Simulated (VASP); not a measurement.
# GaN (Fm-3m) in VASP: notebook, part 2 of 2

VASP 6.6.1. Earlier steps stand in the parts before.

### 3 Single point, r2SCAN

This run uses another cell than the first one, of 9.00 Å³/atom, 1.028 times its volume.

POSCAR

```
GaN
1.0
    0.0000000000      2.0804610554      2.0804610554
    2.0804610554      0.0000000000      2.0804610554
    2.0804610554      2.0804610554      0.0000000000
Ga N
1 1
Direct
    0.0000000000      0.0000000000      0.0000000000
    0.5000000000      0.5000000000      0.5000000000
```

INCAR.step1

```
ALGO     = Normal         # electronic algorithm
EDIFF    = 1E-4           # SCF threshold, eV
ENCUT    = 520            # plane-wave cutoff, eV
GGA      = PE             # functional
ISMEAR   = 0              # smearing method
LASPH    = T              # aspherical terms in the spheres
LCHARG   = F              # write CHGCAR
LREAL    = F              # projectors in reciprocal space
LWAVE    = T              # write WAVECAR
NBANDS   = 16             # bands
NELM     = 80             # most SCF steps
PREC     = Accurate       # precision mode
SIGMA    = 0.01           # smearing width, eV
```

INCAR.step2

```
ALGO     = Normal         # electronic algorithm
EDIFF    = 1E-7           # SCF threshold, eV
ENCUT    = 520            # plane-wave cutoff, eV
ISIF     = 2              # what is computed and relaxed
ISMEAR   = 0              # smearing method
ISTART   = 1            
LASPH    = T              # aspherical terms in the spheres
LCHARG   = F              # write CHGCAR
LMIXTAU  = T            
LREAL    = F              # projectors in reciprocal space
LWAVE    = F              # write WAVECAR
METAGGA  = R2SCAN         # meta-GGA
NBANDS   = 16             # bands
NELM     = 80             # most SCF steps
PREC     = Accurate       # precision mode
SIGMA    = 0.01           # smearing width, eV
```

KPOINTS

```
k-points
0
Gamma
  8 8 8
```

Potentials or basis: VASP PAW PBE potentials, release 64 (Ga_d, N).

Run with:

```bash
$ cat potpaw_PBE.64/Ga_d/POTCAR potpaw_PBE.64/N/POTCAR > POTCAR
$ cp INCAR.step1 INCAR
$ mpirun -np 1 vasp_std > vasp.out
$ cp INCAR.step2 INCAR
$ mpirun -np 1 vasp_std > vasp.out
```

OUTCAR:

```text
EDIFF = 1E-7
   ENCUT = 520
   ISIF = 2
   ISMEAR = 0
   ISTART = 1
   LASPH = T
   LREAL = F
   METAGGA = R2SCAN
   NELM = 80
   PREC = Accurate

 ion  position               nearest neighbor table
   1  0.000  0.000  0.000-   2 2.08   2 2.08   2 2.08   2 2.08   2 2.08   2 2.08
   2  0.500  0.500  0.500-   1 2.08   1 2.08   1 2.08   1 2.08   1 2.08   1 2.08

  LATTYP: Found a face centered cubic cell.
 ALAT       =     4.1609221108

  Lattice vectors:

 A1 = (   0.0000000000,   2.0804610554,   2.0804610554)
 A2 = (   2.0804610554,   0.0000000000,   2.0804610554)
[... 626 lines left out ...]
      4      -6.0611      2.00000
      5      -5.8474      2.00000
      6      -4.7788      2.00000
[... 8 lines left out ...]
     15      28.7770      0.00000
     16      33.6746      0.00000

 [... further k-points ...]
[... 5 lines left out ...]
  --------------------------------------------------------------------------------------
  -------------------------------------------------------------------------------------
  Total        1.3783861      1.3783861      1.3783861     -0.0000000      0.0000000      0.0000000
  in kB      122.6232125    122.6232125    122.6232125     -0.0000000      0.0000000      0.0000000
  external PRESSURE =     122.6232125 kB  Pullay stress =       0.0000000 kB

 VOLUME and BASIS-vectors are now :
 -----------------------------------------------------------------------------
  energy-cutoff  :      520.00
  volume of cell :       18.01
      direct lattice vectors                 reciprocal lattice vectors
     0.000000000  2.080461055  2.080461055    -0.240331343  0.240331343  0.240331343
     2.080461055  0.000000000  2.080461055     0.240331343 -0.240331343  0.240331343
     2.080461055  2.080461055  0.000000000     0.240331343  0.240331343 -0.240331343

 POSITION                                       TOTAL-FORCE (eV/Angst)
 -----------------------------------------------------------------------------------
      0.00000      0.00000      0.00000        -0.000000     -0.000000     -0.000000
      2.08046      2.08046      2.08046         0.000000      0.000000      0.000000
 -----------------------------------------------------------------------------------
    total drift:                                0.000000     -0.000000     -0.000000

  FREE ENERGIE OF THE ION-ELECTRON SYSTEM (eV)
  ---------------------------------------------------
  free  energy   TOTEN  =       -20.9440724120 eV

  energy  without entropy=      -20.9440724120  energy(sigma->0) =      -20.94407241
```

OUTCAR.step1:

```text
EDIFF = 1E-4
   ENCUT = 520
   GGA = PE
   ISMEAR = 0
   LASPH = T
[... 677 lines left out ...]
 -----------------------------------------------------------------------------------
      0.00000      0.00000      0.00000         0.000000      0.000000      0.000000
      2.08046      2.08046      2.08046         0.000000     -0.000000      0.000000
 -----------------------------------------------------------------------------------
    total drift:                                0.000000     -0.000000     -0.000000

  FREE ENERGIE OF THE ION-ELECTRON SYSTEM (eV)
  ---------------------------------------------------
  free  energy   TOTEN  =       -11.1171922794 eV

  energy  without entropy=      -11.1171922794  energy(sigma->0) =      -11.11719228
```

Run time: 17 s. Hardware: 1 thread of Intel Xeon 6975P-C (Granite Rapids), shared host; peak memory 0.15 GiB.

What came out:

- Free energy: -20.9441 eV
- Pressure: 12.3 GPa
- Band gap on the k mesh: 1.45 eV, indirect (least direct gap 3.95 eV)

Caveat: the PAW data sets were made with another functional, which shifts forces and pressure a little. A k mesh can miss the band edges.
